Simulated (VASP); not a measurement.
CdSe:

```
CELL_PARAMETERS angstrom
0.00000 3.12914 2.97322
3.12914 0.00000 2.97322
3.12914 3.12914 0.00000
ATOMIC_POSITIONS crystal
Cd 0.00000 0.00000 0.00000
Se 0.25000 0.25000 0.25000
```

This cell differs from its parent crystal: epitaxial xy strain +2.0%.

Base run:

| Quantity | Value |
| --- | --- |
| Program | VASP 6.6.1 |
| Functional | r2SCAN |
| Potentials or basis | VASP PAW PBE potentials, release 64 (Cd, Se) |
| Cutoff | 520 eV |
| k mesh | 8 × 8 × 8 |
| Occupations | gaussian, width 0.01 eV |
| Spin | no spin polarisation |

Its results: band gap on the k mesh 0.91 eV, direct; pressure -0.3 GPa.

Question: The run is repeated on the same cell with these changes: functional from r2SCAN to PBE; occupations from gaussian, width 0.01 eV to fermi-dirac, width 0.02 eV. What comes out?

Answer: Band gap on the k mesh 0.44 eV, direct; pressure 1.2 GPa.

Caveats: the PAW data sets were made with another functional, which shifts forces and pressure a little (some runs).

